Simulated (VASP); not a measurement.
# BN (Fmm2) in VASP: elastic constants with PBE

Aim: the elastic constants of BN with PBE.

Program: VASP 6.6.1. These are calculated values, not measurements. Logs are shortened: lines on timing, memory, paths and dates and some standing lists are left out, and cuts for length are marked.

## (1) The cell of the first run

The structure is orthorhombic, space group Fmm2 (No. 42). Conventional cell: a = 2.512 Å, b = 8.613 Å, c = 4.351 Å, α = 90.00°, β = 90.00°, γ = 90.00°. Within 1.9 Å of B (site symmetry mm2) lie 3 N at 1.45 Å. N (site symmetry mm2) has 3 B at 1.45 Å within 1.9 Å.

## (2) Elastic constants, PBE

Input file INCAR:

```
PREC     = Accurate       # precision mode
ENCUT    = 600            # plane-wave cutoff, eV
EDIFF    = 1E-8           # SCF threshold, eV
ISMEAR   = 0              # smearing method
SIGMA    = 0.01           # smearing width, eV
LREAL    = False          # projectors in reciprocal space
LASPH    = True           # aspherical terms in the spheres
NELM     = 100            # most SCF steps
ALGO     = Normal         # electronic algorithm
ISIF     = 3              # what is computed and relaxed
LWAVE    = False          # write WAVECAR
LCHARG   = False          # write CHGCAR
GGA      = PE             # functional
IBRION   = 6              # ionic algorithm
NFREE    = 2            
POTIM    = 0.015          # step
NSW      = 1              # ionic steps
```

Input file KPOINTS:

```
Automatic mesh
0
Gamma
  12 12 12
```

Input file POSCAR:

```
BN
1.0
    0.0000000000      4.3064692998      2.1754626848
    1.2561058755      0.0000000000      2.1754626848
    1.2561058755      4.3064692998      0.0000000000
B N
1 1
Direct
    0.0000229540      0.0000229540      0.9999770460
    0.6666770360      0.6666770360      0.3333229640
```

Potentials or basis: VASP PAW PBE potentials, release 64 (B, N).

On the command line:

```console
> cat potpaw_PBE.64/B/POTCAR potpaw_PBE.64/N/POTCAR > POTCAR
> mpirun -np 1 vasp_std > vasp.out
```

OUTCAR:

```text
PREC = Accurate
   ENCUT = 600
   EDIFF = 1E-8
   ISMEAR = 0
   LREAL = False
   LASPH = True
   NELM = 100
   ISIF = 3
   GGA = PE
   IBRION = 6
   NFREE = 2
   POTIM = 0.015
   NSW = 1

 ion  position               nearest neighbor table
   1  0.000  0.000  1.000-   2 1.45   2 1.45   2 1.45
   2  0.667  0.667  0.333-   1 1.45   1 1.45   1 1.45

  LATTYP: Found a face centered orthorhombic cell.
 ALAT       =     2.5122117510
 B/A-ratio  =     1.7319102850
 C/A-ratio  =     3.4284285933

  Lattice vectors:

 A1 = (   0.0000000000,   4.3064692998,   2.1754626848)
 A2 = (  -1.2561058755,   4.3064692998,   0.0000000000)
 A3 = (  -1.2561058755,   0.0000000000,   2.1754626848)

Analysis of symmetry for initial positions (statically):
=====================================================================
 Subroutine PRICEL returns:
 Original cell was already a primitive cell.

 Routine SETGRP: Setting up the symmetry group for a
 face centered orthorhombic supercell.

 Subroutine GETGRP returns: Found  4 space group operations
 (whereof  4 operations were pure point group operations)
 out of a pool of  8 trial point group operations.

The static configuration has the point symmetry C_2v.

Analysis of symmetry for dynamics (positions and initial velocities):
=====================================================================
 Subroutine PRICEL returns:
 Original cell was already a primitive cell.

 Routine SETGRP: Setting up the symmetry group for a
 face centered orthorhombic supercell.

 Subroutine GETGRP returns: Found  4 space group operations
 (whereof  4 operations were pure point group operations)
 out of a pool of  8 trial point group operations.

The dynamic configuration has the point symmetry C_2v.

 Subroutine INISYM returns: Found  4 space group operations
 (whereof  4 operations are pure point group operations),
 and found     1 'primitive' translations

----------------------------------------------------------------------------------------

                                     Primitive cell

  volume of cell :      23.5358

  direct lattice vectors                    reciprocal lattice vectors
     0.000000000  4.306469300  2.175462685    -0.398055618  0.116104392  0.229836165
     1.256105876  0.000000000  2.175462685     0.398055618 -0.116104392  0.229836165
     1.256105876  4.306469300  0.000000000     0.398055618  0.116104392 -0.229836165

  length of vectors
     4.824760691  2.512058889  4.485920173     0.474081393  0.474081393  0.474081393

  position of ions in fractional coordinates (direct lattice)
     0.000022954  0.000022954  0.999977046
     0.666677036  0.666677036  0.333322964

  ion indices of the primitive-cell ions
   primitive index   ion index
                 1           1
                 2           2

----------------------------------------------------------------------------------------

 KPOINTS: Automatic mesh

Automatic generation of k-mesh.
 Grid dimensions read from file:
 generate k-points for:   12   12   12

 Generating k-lattice:

  Cartesian coordinates                     Fractional coordinates (reciprocal lattice)
    -0.033171301  0.009675366  0.019153014     0.083333333  0.000000000  0.000000000
     0.033171301 -0.009675366  0.019153014     0.000000000  0.083333333  0.000000000
     0.033171301  0.009675366 -0.019153014     0.000000000  0.000000000  0.083333333

  Length of vectors
     0.039506783  0.039506783  0.039506783

  Shift w.r.t. Gamma in fractional coordinates (k-lattice)
     0.000000000  0.000000000  0.000000000

 Subroutine IBZKPT returns following result:
 ===========================================

 Found    280 irreducible k-points:

 Following reciprocal coordinates:
            Coordinates               Weight
  0.000000  0.000000  0.000000      1.000000
  0.083333  0.000000 -0.000000      8.000000
[... 57 lines left out ...]
   EFERMI_NEDOS =   21; number of points for ismear=-14 and -15
   IALGO  =     38    algorithm
   IMIX   =      4    mixing-type and parameters
     AMIX     =   0.40;   BMIX     =  1.00
     AMIX_MAG =   1.60;   BMIX_MAG =  1.00
  volume/ion in A,a.u.               =      11.77        79.41
  Fermi-wavevector in a.u.,A,eV,Ry     =   1.142515  2.159039 17.760223  1.305340
  Thomas-Fermi vector in A             =   2.279212
   LORBIT       =      0    0 simple, 1 ext, 2 COOP (PROOUT), +10 PAW based schemes
   GGA     = PE    functional components
   LHFCALC =     F    Hartree Fock is set to
   AEXX    =    0.0000 exact exchange contribution
   IVDW    =     0    specifies the selected vdW correction
   LEPSILON=     F    determine dielectric tensor
   LRPA    =     F    only Hartree local field effects (RPA)
 finite differences with symmetry
 non-spin polarized calculation
 Gauss-broadening in eV      SIGMA  =   0.01
  energy-cutoff  :      600.00
  volume of cell :       23.54
 maximum number of plane-waves:       811
   NGX = 19   NGY =  9   NGZ = 17

--------------------------------------- Ionic step        1  -------------------------------------------

 number of electron       8.0000000 magnetization

 Free energy of the ion-electron system (eV)
  ---------------------------------------------------
  ext. energy  EPLUGINS =         0.00000000
  ---------------------------------------------------
  free energy    TOTEN  =       -17.60668066 eV

  energy without entropy =      -17.60668066  energy(sigma->0) =      -17.60668066

------------------------ aborting loop because EDIFF is reached ----------------------------------------

  FORCE on cell =-STRESS in cart. coord.  units (eV):
  Direction    XX          YY          ZZ          XY          YZ          ZX
  --------------------------------------------------------------------------------------
  -------------------------------------------------------------------------------------
  Total       -0.0041968     -0.0291274     -0.0041014      0.0000000      0.0000000      0.0000000
  in kB       -0.2856902     -1.9828166     -0.2792013      0.0000000      0.0000000      0.0000000
  external PRESSURE =      -0.8492360 kB  Pullay stress =       0.0000000 kB
[... 89 lines left out ...]
  FREE ENERGIE OF THE ION-ELECTRON SYSTEM (eV)
  ---------------------------------------------------
  free  energy   TOTEN  =       -17.5948795034 eV

  energy  without entropy=      -17.5948795034  energy(sigma->0) =      -17.59487950

[... ionic steps 4 to 22 ...]

--------------------------------------- Ionic step       23  -------------------------------------------

 number of electron       8.0000000 magnetization

------------------------ aborting loop because EDIFF is reached ----------------------------------------
[... 67 lines left out ...]
--------------------------------------- Ionic step       25  -------------------------------------------

 number of electron       8.0000000 magnetization

 Free energy of the ion-electron system (eV)
  ---------------------------------------------------
  ext. energy  EPLUGINS =         0.00000000
  ---------------------------------------------------
  free energy    TOTEN  =       -17.60221054 eV

  energy without entropy =      -17.60221054  energy(sigma->0) =      -17.60221054

 E-fermi :   0.5367     XC(G=0):  -8.3890

 val. band max:        0.4290858172   @ k =   0.5000  -0.3333   0.1667
 cond. band min:       4.7370979588   @ k =   0.0000   0.0000   0.0000
 fundamental gap:      4.3080121416
 Fermi energy:         0.5367118224

 k-point     1 :       0.0000    0.0000    0.0000
  band No.  band energies     occupation
      1     -17.2248      2.00000
      2      -4.5451      2.00000
      3      -1.1195      2.00000
      4      -0.7745      2.00000
      5       4.7371      0.00000
      6      11.6762      0.00000
      7      12.1577      0.00000
      8      12.6326      0.00000
[... 243 lines left out ...]
 k-point    24 :      -0.4167    0.1667   -0.0000
  band No.  band energies     occupation
      1     -13.9222      2.00000
      2      -8.1458      2.00000
      3      -5.0254      2.00000
      4      -0.1119      2.00000
      5       5.1731      0.00000
      6      11.8705      0.00000
      7      13.4187      0.00000
      8      14.3695      0.00000

 [... further k-points ...]
[... 5 lines left out ...]
  --------------------------------------------------------------------------------------
  -------------------------------------------------------------------------------------
  Total        0.1835250     -0.0291124     -0.1635729      0.0000000      0.0000000      0.0000000
  in kB       12.4932863     -1.9817951    -11.1350618      0.0000000      0.0000000      0.0000000
  external PRESSURE =      -0.2078569 kB  Pullay stress =       0.0000000 kB
[... 17 lines left out ...]
  FREE ENERGIE OF THE ION-ELECTRON SYSTEM (eV)
  ---------------------------------------------------
  free  energy   TOTEN  =       -17.6022105361 eV

  energy  without entropy=      -17.6022105361  energy(sigma->0) =      -17.60221054

 INTERNAL STRAIN TENSORS FROM STRAINED CELLS
 ============================================

 INTERNAL STRAIN TENSOR FOR ION    1 for displacements in x,y,z  (eV/Angst):
          X           Y           Z          XY          YZ          ZX
  --------------------------------------------------------------------------------
  x     0.00000     0.00000     0.00000     0.00000     0.00000    11.82164
  y     0.00000     0.00000     0.00000    -0.00000    -0.01423     0.00000
  z    11.85930    -0.01509   -11.90133     0.00036     0.00054    -0.00074

 INTERNAL STRAIN TENSORS FROM DISPLACED ATOMS
 ============================================

 INTERNAL STRAIN TENSOR FOR ION    1 for displacements in x,y,z  (eV/Angst):
          X           Y           Z          XY          YZ          ZX
  --------------------------------------------------------------------------------
  x     0.00000     0.00000     0.00000     0.00000     0.00000    11.83119
  y     0.00000     0.00000     0.00000     0.00000    -0.01420     0.00000
  z    11.81643    -0.01406   -11.84107     0.00000     0.00000     0.00000

 INTERNAL STRAIN TENSOR FOR ION    2 for displacements in x,y,z  (eV/Angst):
          X           Y           Z          XY          YZ          ZX
  --------------------------------------------------------------------------------
  x     0.00000     0.00000     0.00000     0.00000     0.00000   -11.82695
  y     0.00000     0.00000     0.00000     0.00000     0.01441     0.00000
  z   -11.81685     0.00675    11.83591     0.00000     0.00000     0.00000

 Eigenvectors and eigenvalues of the dynamical matrix
 ----------------------------------------------------

   1 f  =   40.209838 THz   252.645861 2PiTHz 1341.255808 cm-1   166.294451 meV
             X         Y         Z           dx          dy          dz
      1.256106  4.306469  0.000100     0.751189    0.000000    0.000000
      1.256106  4.306469  2.900662    -0.660087    0.000000    0.000000
[... 21 lines left out ...]
   6 f/i=    0.001089 THz     0.006844 2PiTHz    0.036336 cm-1     0.004505 meV
             X         Y         Z           dx          dy          dz
      1.256106  4.306469  0.000100    -0.000000   -0.660123    0.000000
      1.256106  4.306469  2.900662    -0.000000   -0.751157    0.000000

--------------------------------------------------------------------------------------------------------

 ELASTIC MODULI CONTR FROM IONIC RELAXATION (kBar)
 Direction    XX          YY          ZZ          XY          YZ          ZX
 --------------------------------------------------------------------------------
 XX        -235.5374      0.2074    235.9729      0.0000      0.0000      0.0000
 YY           0.2074     -0.0002     -0.2077      0.0000      0.0000      0.0000
 ZZ         235.9729     -0.2077   -236.4093      0.0000     -0.0000      0.0000
 XY           0.0000      0.0000      0.0000      0.0000      0.0000      0.0000
 YZ           0.0000      0.0000     -0.0000      0.0000     -0.0010      0.0000
 ZX           0.0000      0.0000      0.0000      0.0000      0.0000   -236.0240
 --------------------------------------------------------------------------------

 TOTAL ELASTIC MODULI (kBar)
 Direction    XX          YY          ZZ          XY          YZ          ZX
 --------------------------------------------------------------------------------
 XX        6723.8742     -1.1059   1501.3044      0.0000      0.0000      0.0000
 YY          -1.1059      6.9102     -6.2591      0.0000      0.0000      0.0000
 ZZ        1501.3044     -6.2591   6728.8830      0.0000     -0.0000      0.0000
 XY           0.0000      0.0000      0.0000      1.6171      0.0000      0.0000
 YZ           0.0000      0.0000     -0.0000      0.0000     -4.0856      0.0000
 ZX           0.0000      0.0000      0.0000      0.0000      0.0000   2610.2457
 --------------------------------------------------------------------------------
```

Wall time 28 min (1 thread of Intel Xeon Platinum 8259CL at 2.50GHz (Skylake/Cascade Lake), shared host); peak memory 0.39 GiB.

Results:

- Voigt bulk modulus: 183 GPa
- Highest phonon frequency at Γ, LO-TO splitting left out: 1341 cm⁻¹

Phonon frequencies in cm⁻¹ (negative: imaginary):
```csv
q point,frequencies
"(0.000, 0.000, 0.000)",0 0 0 778 1341 1341
```

Elastic tensor in Voigt notation (GPa, in the Cartesian axes of the cell as first typed):
```
672   0 150   0   0   0
  0   1  -1   0   0   0
150  -1 673   0   0   0
  0   0   0   0   0   0
  0   0   0   0 261   0
  0   0   0   0   0   0
```

Clamped-ion elastic tensor (GPa):
```
696   0 127   0   0   0
  0   1  -1   0   0   0
127  -1 697   0   0   0
  0   0   0   0   0   0
  0   0   0   0 285   0
  0   0   0   0   0   0
```

Caveat: the elastic tensor has a negative eigenvalue, so either the cell is unstable as it stands or the mesh is too thin.
